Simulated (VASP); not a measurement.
# Nb: single point with LDA

The system is Nb.

```xyz
2
Lattice="2.6733 0.0000 0.0000 -1.3367 2.3152 0.0000 0.0000 0.0000 4.8446" Properties=species:S:1:pos:R:3 pbc="T T T"
Nb    0.0000    1.5434    1.2112
Nb    1.3367    0.7717    3.6335
```

This cell differs from its parent crystal: volume scaled by 0.85.

```json
{
 "Program": "VASP 6.6.1",
 "Task": "single point",
 "Functional": "LDA",
 "Potentials or basis": "VASP PAW LDA potentials, release 64 (Nb_sv)",
 "Cutoff": "520 eV",
 "k mesh": "15 × 15 × 8",
 "Occupations": "fermi-dirac, width 0.05 eV",
 "Spin": "no spin polarisation",
 "Dipole correction": "no",
 "Further INCAR settings": "ALGO = Normal; EDIFF = 1e-07; NBANDS = 20"
}
```

```yaml
Pressure: 39.2 GPa
Band_gap_on_the_k_mesh: zero (band 13 reaches 16.75 eV, above the bottom of band 14 at 13.16 eV)
```

Stress tensor (GPa, compression positive):
```
39.28  0.00  0.00
 0.00 39.28  0.00
 0.00  0.00 39.14
```

Levels at points of the mesh, in eV from the Fermi level:
```csv
k point,band 11,band 12,band 13,band 14,band 15,band 16
"(0.00, 0.00, 0.00)",-1.43,0.12,0.12,0.74,0.74,1.47
"(0.00, 0.00, 0.50)",-1.48,-1.48,0.19,0.19,0.19,0.19
```

Wall time 2.1 min on 1 thread of AMD EPYC 7571, on a shared host, peak memory 0.14 GiB.
